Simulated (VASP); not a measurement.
# ZrC (Fm-3m) in VASP: notebook

Runs on ZrC. Level: PBE. Tasks: single point.

All numbers are computed with VASP 6.6.1; they aren't measurements. Logs are shortened: lines on timing, memory, paths and dates and some standing lists are left out, and cuts for length are marked.

### Step 1. The cell of the first run

The structure is cubic, space group Fm-3m (No. 225). The conventional cell has a = 4.730 Å, b = 4.730 Å, c = 4.730 Å, α = 90.00°, β = 90.00°, γ = 90.00°. Within 3.1 Å of Zr (site symmetry m-3m) lie 6 C at 2.37 Å. Within 3.1 Å of C (site symmetry m-3m) lie 6 Zr at 2.37 Å.

### Step 2. Single point, PBE, collinear spin

The input, INCAR:

```
SYSTEM = ZrC
PREC = Accurate
ENCUT = 520
EDIFF = 1E-6
ISMEAR = -1
SIGMA = 0.05
LREAL = .FALSE.
LASPH = .TRUE.
NELM = 150
ALGO = Normal
ISIF = 2
LWAVE = .FALSE.
LCHARG = .FALSE.
ISPIN = 2
MAGMOM = 0.2 0
LORBIT = 11
NUPDOWN = 0.2
LMAXMIX = 4
GGA = PE
NBANDS = 19
```

The input, KPOINTS:

```
Automatic mesh
0
G
  12 12 12
  0 0 0
```

The input, POSCAR:

```
ZrC
1.0
    0.0000000000      2.3650000000      2.3650000000
    2.3650000000      0.0000000000      2.3650000000
    2.3650000000      2.3650000000      0.0000000000
Zr C
1 1
Direct
    0.5000000000      0.5000000000      0.5000000000
    0.0000000000      0.0000000000      0.0000000000
```

Potentials or basis: VASP PAW PBE potentials, release 64 (Zr_sv, C).

Launch:

```console
$ cat potpaw_PBE.64/Zr_sv/POTCAR potpaw_PBE.64/C/POTCAR > POTCAR
$ mpirun -np 1 vasp_std > vasp.out
```

OUTCAR:

```text
SYSTEM = ZrC
   PREC = Accurate
   ENCUT = 520
   EDIFF = 1E-6
   ISMEAR = -1
   LREAL = .FALSE.
   LASPH = .TRUE.
   NELM = 150
   ISIF = 2
   ISPIN = 2
   LORBIT = 11
   NUPDOWN = 0.2
   GGA = PE

 ion  position               nearest neighbor table
   1  0.500  0.500  0.500-   2 2.37   2 2.37   2 2.37   2 2.37   2 2.37   2 2.37
   2  0.000  0.000  0.000-   1 2.37   1 2.37   1 2.37   1 2.37   1 2.37   1 2.37

  LATTYP: Found a face centered cubic cell.
 ALAT       =     4.7300000000

  Lattice vectors:

 A1 = (   0.0000000000,   2.3650000000,   2.3650000000)
 A2 = (   2.3650000000,   0.0000000000,   2.3650000000)
 A3 = (   2.3650000000,   2.3650000000,   0.0000000000)

Analysis of symmetry for initial positions (statically):
=====================================================================
 Subroutine PRICEL returns:
 Original cell was already a primitive cell.

 Routine SETGRP: Setting up the symmetry group for a
 face centered cubic supercell.

 Subroutine GETGRP returns: Found 48 space group operations
 (whereof 48 operations were pure point group operations)
 out of a pool of 48 trial point group operations.

The static configuration has the point symmetry O_h .

Analysis of symmetry for dynamics (positions and initial velocities):
=====================================================================
 Subroutine PRICEL returns:
 Original cell was already a primitive cell.

 Routine SETGRP: Setting up the symmetry group for a
 face centered cubic supercell.

 Subroutine GETGRP returns: Found 48 space group operations
 (whereof 48 operations were pure point group operations)
 out of a pool of 48 trial point group operations.

The dynamic configuration has the point symmetry O_h .

Analysis of structural, dynamic, and magnetic symmetry:
=====================================================================
 Subroutine PRICEL returns:
 Original cell was already a primitive cell.

 Routine SETGRP: Setting up the symmetry group for a
 face centered cubic supercell.

 Subroutine GETGRP returns: Found 48 space group operations
 (whereof 48 operations were pure point group operations)
 out of a pool of 48 trial point group operations.

The overall configuration has the point symmetry O_h .

 Subroutine INISYM returns: Found 48 space group operations
 (whereof 48 operations are pure point group operations),
 and found     1 'primitive' translations
[... 107 lines left out ...]
   NUPDOWN=       0.2000    fix difference up-down
   EMIN   =  10.00;   EMAX   =-10.00  energy-range for DOS
   EFERMI =   0.00;   METHOD = LEGACY
   ISMEAR =    -1;   SIGMA  =   0.05  broadening in eV -4-tet -1-fermi 0-gaus
   EFERMI_NEDOS =   21; number of points for ismear=-14 and -15
   IALGO  =     38    algorithm
   IMIX   =      4    mixing-type and parameters
     AMIX     =   0.40;   BMIX     =  1.00
     AMIX_MAG =   1.60;   BMIX_MAG =  1.00
  volume/ion in A,a.u.               =      13.23        89.27
  Fermi-wavevector in a.u.,A,eV,Ry     =   1.384439  2.616209 26.077880  1.916670
  Thomas-Fermi vector in A             =   2.508943
   LORBIT       =     11    0 simple, 1 ext, 2 COOP (PROOUT), +10 PAW based schemes
   GGA     = PE    functional components
   LHFCALC =     F    Hartree Fock is set to
   AEXX    =    0.0000 exact exchange contribution
   IVDW    =     0    specifies the selected vdW correction
   LEPSILON=     F    determine dielectric tensor
   LRPA    =     F    only Hartree local field effects (RPA)
 spin polarized calculation
  energy-cutoff  :      520.00
  volume of cell :       26.46
 maximum number of plane-waves:       725
 NGX is ok and might be reduce to    28
   NGX = 13   NGY = 13   NGZ = 13

 number of electron      16.0000000 magnetization       0.2000000

 Free energy of the ion-electron system (eV)
  ---------------------------------------------------
  ext. energy  EPLUGINS =         0.00000000
  ---------------------------------------------------
  free energy    TOTEN  =       -19.40552447 eV

  energy without entropy =      -19.40165437  energy(sigma->0) =      -19.40358942

 E-fermi :   8.9122     XC(G=0): -12.0418

 val. band max:        9.9256539489   @ k =  -0.4167   0.5000   0.0833
 cond. band min:       8.9149178670   @ k =   0.0833   0.0833   0.0000
 fundamental gap:     -1.0107360819
 Fermi energy:         9.9357708615

 spin component 1

 k-point     1 :       0.0000    0.0000    0.0000
  band No.  band energies     occupation
      1     -38.7845      1.00000
      2     -16.5090      1.00000
      3     -16.5090      1.00000
      4     -16.5090      1.00000
      5      -1.9249      1.00000
      6      10.2251      0.00306
[... 517 lines left out ...]
     18      30.6319      0.00000
     19      30.8220      0.00000

 [... further k-points ...]

 spin component 2

 k-point     1 :       0.0000    0.0000    0.0000
  band No.  band energies     occupation
      1     -38.7606      1.00000
      2     -16.4823      1.00000
      3     -16.4823      1.00000
      4     -16.4823      1.00000
      5      -1.7769      1.00000
      6      10.4038      0.00000
[... 517 lines left out ...]
     18      30.7253      0.00000
     19      30.9072      0.00000

 [... further k-points ...]
[... 5 lines left out ...]
  --------------------------------------------------------------------------------------
  -------------------------------------------------------------------------------------
  Total       -0.4244581     -0.4244581     -0.4244581     -0.0000000      0.0000000      0.0000000
  in kB      -25.7052602    -25.7052602    -25.7052602     -0.0000000      0.0000000      0.0000000
  external PRESSURE =     -25.7052602 kB  Pullay stress =       0.0000000 kB

 VOLUME and BASIS-vectors are now :
 -----------------------------------------------------------------------------
  energy-cutoff  :      520.00
  volume of cell :       26.46
      direct lattice vectors                 reciprocal lattice vectors
     0.000000000  2.365000000  2.365000000    -0.211416490  0.211416490  0.211416490
     2.365000000  0.000000000  2.365000000     0.211416490 -0.211416490  0.211416490
     2.365000000  2.365000000  0.000000000     0.211416490  0.211416490 -0.211416490

 POSITION                                       TOTAL-FORCE (eV/Angst)
 -----------------------------------------------------------------------------------
      2.36500      2.36500      2.36500         0.000000     -0.000000      0.000000
      0.00000      0.00000      0.00000        -0.000000      0.000000     -0.000000
 -----------------------------------------------------------------------------------
    total drift:                                0.000000      0.000000      0.000000

  FREE ENERGIE OF THE ION-ELECTRON SYSTEM (eV)
  ---------------------------------------------------
  free  energy   TOTEN  =       -19.4055244705 eV

  energy  without entropy=      -19.4016543748  energy(sigma->0) =      -19.40358942

 total charge

# of ion       s       p       d       tot
------------------------------------------
    1        2.172   6.037   1.605   9.813
    2        0.884   1.463   0.000   2.347
--------------------------------------------------
tot          3.056   7.499   1.605  12.160

 magnetization (x)

# of ion       s       p       d       tot
------------------------------------------
    1       -0.000   0.005   0.030   0.036
    2        0.003   0.073   0.000   0.076
--------------------------------------------------
tot          0.003   0.078   0.030   0.112
```

OSZICAR:

```text
N       E                     dE             d eps       ncg     rms          rms(c)
DAV:   1     0.105038371800E+03    0.10504E+03   -0.79434E+03  5472   0.823E+02
DAV:   2    -0.164809663710E+02   -0.12152E+03   -0.11388E+03  6485   0.248E+02
DAV:   3    -0.226274201349E+02   -0.61465E+01   -0.60333E+01  8601   0.455E+01
DAV:   4    -0.227789937159E+02   -0.15157E+00   -0.15136E+00  6574   0.543E+00
DAV:   5    -0.227804496391E+02   -0.14559E-02   -0.14559E-02  7026   0.468E-01    0.205E+01
DAV:   6    -0.195210583678E+02    0.32594E+01   -0.37775E+00  6248   0.173E+01    0.689E+00
DAV:   7    -0.194221128087E+02    0.98946E-01   -0.36374E-01  6416   0.433E+00    0.582E+00
DAV:   8    -0.194196677363E+02    0.24451E-02   -0.16511E-01  6659   0.305E+00    0.355E+00
DAV:   9    -0.194059990273E+02    0.13669E-01   -0.18365E-02  5899   0.103E+00    0.662E-01
DAV:  10    -0.194054207855E+02    0.57824E-03   -0.22664E-03  6616   0.333E-01    0.222E-01
DAV:  11    -0.194055239220E+02   -0.10314E-03   -0.22305E-04  6477   0.119E-01    0.400E-02
DAV:  12    -0.194055244705E+02   -0.54844E-06   -0.49404E-06  6979   0.166E-02
   1 F= -.19405524E+02 E0= -.19403589E+02  d E =-.387010E-02  mag=     0.2000
```

Run time: 2.3 min. Hardware: 1 thread of Intel Xeon 8259CL, shared host; peak memory 0.21 GiB.

Results:

```
Free energy                                           : -19.4055 eV
Pressure                                              : -2.6 GPa
Net moment                                            : 0.20 μB per cell
Site moments                                          : Zr +0.04; C +0.08 μB
Valence electrons inside the program's atomic spheres : Zr 9.81; C 2.35
```

Caveat: the total moment is fixed, so each spin has its own Fermi level and the state may be an excited one.

### Step 3. Single point, PBE, collinear spin

The input, INCAR:

```
PREC     = Accurate       # precision mode
ENCUT    = 520            # plane-wave cutoff, eV
EDIFF    = 1E-6           # SCF threshold, eV
ISMEAR   = -1             # smearing method
SIGMA    = 0.05           # smearing width, eV
LREAL    = False          # projectors in reciprocal space
LASPH    = True           # aspherical terms in the spheres
NELM     = 150            # most SCF steps
ALGO     = Normal         # electronic algorithm
ISIF     = 2              # what is computed and relaxed
LWAVE    = False          # write WAVECAR
LCHARG   = False          # write CHGCAR
ISPIN    = 2              # spin polarisation
MAGMOM   = 0.4 0          # initial moments
LORBIT   = 11             # projections on sites
NUPDOWN  = 0.4            # fixed moment
LMAXMIX  = 4              # l up to which the mixer works
GGA      = PE             # functional
NBANDS   = 19             # bands
```

The input, KPOINTS:

```
regular mesh
0
Gamma
  12 12 12
```

POSCAR is that of step 2.

Potentials or basis: VASP PAW PBE potentials, release 64 (Zr_sv, C).

Launch:

```console
$ cat potpaw_PBE.64/Zr_sv/POTCAR potpaw_PBE.64/C/POTCAR > POTCAR
$ mpirun -np 1 vasp_std > vasp.out
```

Wall time 2.4 min (1 thread of Intel Xeon 8259CL, shared host); peak memory 0.21 GiB.

Results (log left out):

| Item | Value |
| --- | --- |
| Free energy | -19.2632 eV |
| Pressure | -2.0 GPa |
| Net moment | 0.40 μB per cell |
| Site moments | Zr +0.09; C +0.14 μB |
| Valence electrons inside the program's atomic spheres | Zr 9.82; C 2.35 |

Caveat: the total moment is fixed, so each spin has its own Fermi level and the state may be an excited one.

### Step 4. Single point, PBE, collinear spin

The input, INCAR:

```
SYSTEM = ZrC
ALGO     = Normal         ! electronic algorithm
EDIFF    = 1E-6           ! SCF threshold, eV
ENCUT    = 520            ! plane-wave cutoff, eV
GGA      = PE             ! functional
ISIF     = 2              ! what is computed and relaxed
ISMEAR   = -1             ! smearing method
ISPIN    = 2              ! spin polarisation
LASPH    = .True.         ! aspherical terms in the spheres
LCHARG   = .False.        ! write CHGCAR
LMAXMIX  = 4              ! l up to which the mixer works
LORBIT   = 11             ! projections on sites
LREAL    = .False.        ! projectors in reciprocal space
LWAVE    = .False.        ! write WAVECAR
MAGMOM   = 0.6 0          ! initial moments
NBANDS   = 19             ! bands
NELM     = 150            ! most SCF steps
NUPDOWN  = 0.6            ! fixed moment
PREC     = Accurate       ! precision mode
SIGMA    = 0.05           ! smearing width, eV
```

The input, KPOINTS:

```
k-points
0
Gamma
  12 12 12
  0 0 0
```

POSCAR is that of step 3.

Launch:

```console
$ cat potpaw_PBE.64/Zr_sv/POTCAR potpaw_PBE.64/C/POTCAR > POTCAR
$ mpirun -np 1 vasp_std > vasp.out
```

Wall time 2.4 min (1 thread of Intel Xeon 8259CL, shared host); peak memory 0.21 GiB.

Results (log left out):

| Item | Value |
| --- | --- |
| Free energy | -19.0631 eV |
| Pressure | -1.1 GPa |
| Net moment | 0.60 μB per cell |
| Site moments | Zr +0.16; C +0.18 μB |
| Valence electrons inside the program's atomic spheres | Zr 9.83; C 2.34 |

Caveat: the total moment is fixed, so each spin has its own Fermi level and the state may be an excited one.

### Step 5. Single point, PBE, collinear spin

The input, INCAR:

```
ALGO     = Normal         # electronic algorithm
EDIFF    = 1E-6           # SCF threshold, eV
ENCUT    = 520            # plane-wave cutoff, eV
GGA      = PE             # functional
ISIF     = 2              # what is computed and relaxed
ISMEAR   = -1             # smearing method
ISPIN    = 2              # spin polarisation
LASPH    = T              # aspherical terms in the spheres
LCHARG   = F              # write CHGCAR
LMAXMIX  = 4              # l up to which the mixer works
LORBIT   = 11             # projections on sites
LREAL    = F              # projectors in reciprocal space
LWAVE    = F              # write WAVECAR
MAGMOM   = 0.9 0          # initial moments
NBANDS   = 19             # bands
NELM     = 150            # most SCF steps
NUPDOWN  = 0.9            # fixed moment
PREC     = Accurate       # precision mode
SIGMA    = 0.05           # smearing width, eV
```

The input, KPOINTS:

```
k-points
0
Gamma
  12 12 12
```

POSCAR is that of step 4.

Launch:

```console
$ cat potpaw_PBE.64/Zr_sv/POTCAR potpaw_PBE.64/C/POTCAR > POTCAR
$ mpirun -np 1 vasp_std > vasp.out
```

It took 2.4 min on 1 thread of Intel Xeon 8259CL, shared host; peak memory 0.21 GiB.

The run converged. Its results:

```yaml
Free_energy: -18.6645 eV
Pressure: 0.9 GPa
Net_moment: 0.90 μB per cell
Site_moments: Zr +0.28; C +0.25 μB
Valence_electrons_inside_the_program's_atomic_spheres: Zr 9.84; C 2.34
```

Caveat: the total moment is fixed, so each spin has its own Fermi level and the state may be an excited one.

### Step 6. Single point, PBE, collinear spin

The input, INCAR:

```
SYSTEM = ZrC
PREC = Accurate ; ENCUT = 520
EDIFF = 1E-6 ; ISMEAR = -1
SIGMA = 0.05 ; LREAL = .FALSE.
LASPH = .TRUE. ; NELM = 150
ALGO = Normal ; ISIF = 2
LWAVE = .FALSE. ; LCHARG = .FALSE.
ISPIN = 2 ; MAGMOM = 0.9 0
LORBIT = 11 ; NUPDOWN = 0.9
LMAXMIX = 4 ; GGA = PE
NBANDS = 19
```

The input, KPOINTS:

```
regular mesh
0
G
  12 12 12
  0 0 0
```

POSCAR is that of step 5.

Potentials or basis: VASP PAW PBE potentials, release 64 (Zr_sv, C).

Launch:

```console
$ cat potpaw_PBE.64/Zr_sv/POTCAR potpaw_PBE.64/C/POTCAR > POTCAR
$ mpirun -np 1 vasp_std > vasp.out
```

Run time: 2.3 min. Hardware: 1 thread of Intel Xeon 8259CL, shared host; peak memory 0.21 GiB.

The run converged. Its results:

```yaml
Free_energy: -18.6645 eV
Pressure: 0.9 GPa
Net_moment: 0.90 μB per cell
Site_moments: Zr +0.28; C +0.25 μB
Valence_electrons_inside_the_program's_atomic_spheres: Zr 9.84; C 2.34
```

Caveat: the total moment is fixed, so each spin has its own Fermi level and the state may be an excited one.

### Step 7. Summary

| fixed moment (μB) | pressure (GPa) | moment (μB) |
| --- | --- | --- |
| 0.2 | -2.6 | 0.20 |
| 0.4 | -2.0 | 0.40 |
| 0.6 | -1.1 | 0.60 |
| 0.9 | 0.9 | 0.90 |

Alike in all rows: task single point; level PBE; potentials or basis VASP PAW PBE potentials, release 64 (Zr_sv, C); spin collinear; cell as given; k mesh 12 × 12 × 12; cutoff (eV) 520; smearing fermi-dirac 0.05 eV.

Caveats: the total moment is fixed, so each spin has its own Fermi level and the state may be an excited one.

Total energies depend on the potentials used, so only differences within one code and one set of settings carry meaning.
